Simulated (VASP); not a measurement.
Wanted: the native input for a VASP 6.6.1 run.

- Task: single point
- Functional: PBE
- Potentials or basis: VASP PAW PBE potentials, release 64 (Sc_sv, Nb_sv)
- Cutoff: 520 eV
- k mesh: 3 × 3 × 2
- Occupations: fermi-dirac, width 0.051704 eV
- Spin: no spin polarisation
- Hubbard terms: Nb d U = 4.6 eV, J = 0.64 eV
- Dipole correction: no
- LDAUTYPE: 1
- Hund's J: 0.64
- Further INCAR settings: ALGO = Fast; EDIFF = 1e-07; NBANDS = 19

The structure of ScNb lies in POSCAR:

```
ScNb
1.0
    3.0656443612      0.0000000000      0.0000000000
   -1.5328221806      2.6549258957      0.0000000000
    0.0000000000      0.0000000000      5.0721940000
Sc Nb
1 1
Direct
    0.0000000000      0.0000000000      0.0000000000
    0.3333333333      0.6666666667      0.5000000000
```

One way to write it, as run:

INCAR

```
  PREC = Accurate
  ENCUT = 520
  EDIFF = 1E-7
  ISMEAR = -1
  SIGMA = 0.051703999572871064
  LREAL = F
  LASPH = T
  NELM = 150
  ALGO = Fast
  ISIF = 2
  LWAVE = F
  LCHARG = F
  LMAXMIX = 4
  LDAU = T
  LDAUTYPE = 1
  LDAUL = -1 2
  LDAUU = 0 4.6
  LDAUJ = 0 0.64
  LDAUPRINT = 1
  GGA = PE
  NBANDS = 19
```

KPOINTS

```
regular mesh
0
Gamma
  3 3 2
```

Potentials or basis: VASP PAW PBE potentials, release 64 (Sc_sv, Nb_sv).

The run is started by

```bash
$ cat potpaw_PBE.64/Sc_sv/POTCAR potpaw_PBE.64/Nb_sv/POTCAR > POTCAR
$ mpirun -np 1 vasp_std > vasp.out
```

Results of the run:

```
Pressure               : 1.7 GPa
Band gap on the k mesh : zero (band 12 reaches 8.11 eV, above the bottom of band 13 at 6.92 eV)
```

Caveat: the k points lie up to 0.79 Å⁻¹ apart; U without spin polarisation on a metal has little footing; the U is typed as a test and isn't derived for this compound.

It took 46 s on 1 thread of AMD EPYC 7R43 64-Core Processor (Zen 3), with other jobs on the host, peak memory 0.12 GiB.
